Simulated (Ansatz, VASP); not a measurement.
## Two plane-wave programs on N

```
CELL_PARAMETERS angstrom
9.00000 0.00000 0.00000
0.00000 9.50000 0.00000
0.00000 0.00000 10.00000
ATOMIC_POSITIONS crystal
N 0.50000 0.50000 0.44500
N 0.50000 0.50000 0.55500
```

Alike in both runs: functional PBEsol; k mesh 1 × 1 × 1; occupations fermi-dirac, width 0.02 eV; no spin polarisation.

Ansatz relaxed the structure, and its values are those at the end. VASP's run is a single point on that final structure, the one shown.

|  | VASP | Ansatz |
| --- | --- | --- |
| version | VASP 6.6.1 | Ansatz 0.2.0 |
| potentials or method | VASP PAW PBE potentials, release 64 (N), cutoff 520 eV | plane waves, PAW |
| valence electrons in the cell | 10 | 10 |

|  | VASP | Ansatz | Ansatz less VASP |
| --- | --- | --- | --- |
| rms of the force components (eV/Å) | 1.078 | 0.005 | -1.0732 |

VASP's potentials were made for PBE, not for PBEsol. One of these differences is far larger than is usual between the two programs; its cause wasn't traced. Ansatz's warnings: stress scf threshold loose.

Noted on VASP's run: the standard files for N, O and F lose accuracy on very short bonds.
